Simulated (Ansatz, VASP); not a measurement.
# LaC: VASP beside Ansatz

Contents of INCAR:

```
  ALGO = Normal
  EDIFF = 1E-7
  ENCUT = 520
  GGA = PS
  ISIF = 2
  ISMEAR = 0
  LASPH = True
  LCHARG = False
  LREAL = False
  LWAVE = False
  NBANDS = 23
  NELM = 80
  PREC = Accurate
  SIGMA = 0.05
```

The input KPOINTS:

```
k-points
0
Gamma
  10 10 6
```

Contents of POSCAR:

```
LaC
1.0
    4.2461522391      0.0000000000      0.0000000000
   -2.1230761195      3.6772757074      0.0000000000
    0.0000000000      0.0000000000      5.8762440037
La C
2 2
Direct
    0.6666666667      0.3333333333      0.0626000000
    0.3333333333      0.6666666667      0.5626000000
    0.6666666667      0.3333333333      0.5626000000
    0.3333333333      0.6666666667      0.0626000000
```

Input for Ansatz:

```yaml
crystal:
  lattice:
    - [4.2461522391, 0.0, 0.0]
    - [-2.1230761195, 3.6772757074, 0.0]
    - [0.0, 0.0, 5.8762440037]
  atoms:
    - { symbol: La, position: [0.6666666667, 0.3333333333, 0.0626] }
    - { symbol: La, position: [0.3333333333, 0.6666666667, 0.5626] }
    - { symbol: C, position: [0.6666666667, 0.3333333333, 0.5626] }
    - { symbol: C, position: [0.3333333333, 0.6666666667, 0.0626] }
basis:
  ecutwfc: 420
  ecutrho_ratio: 4
kpoints:
  mp_grid: { grid: [10, 10, 6] }
hamiltonian:
  xc: pbesol
scf:
  occupations: { method: gaussian, width: 0.05 }
output:
  forces: true
  stress: true
  eigenvalues: true
  populations: true
  hubbard: { sites: [{ species: La, l: f }] }
```

Alike in both runs: task single point; functional PBEsol; k mesh 10 × 10 × 6; occupations gaussian, width 0.05 eV; no spin polarisation.

|  | VASP | Ansatz |
| --- | --- | --- |
| version | VASP 6.6.1 | Ansatz 0.2.0 |
| potentials or method | VASP PAW PBE potentials, release 64 (La, C), cutoff 520 eV | scalar-relativistic, plane waves, PAW |
| valence electrons in the cell | 30 | 30 |

|  | VASP | Ansatz | Ansatz less VASP |
| --- | --- | --- | --- |
| gap on the k mesh at the Fermi level (eV) | none | none | - |
| pressure (GPa) | -2.8 | -2.8 | +0.03 |

VASP's potentials were made for PBE, not for PBEsol. A gap of «none» marks a metal or a gap that the smearing closes.

Spin-orbit coupling is off throughout.
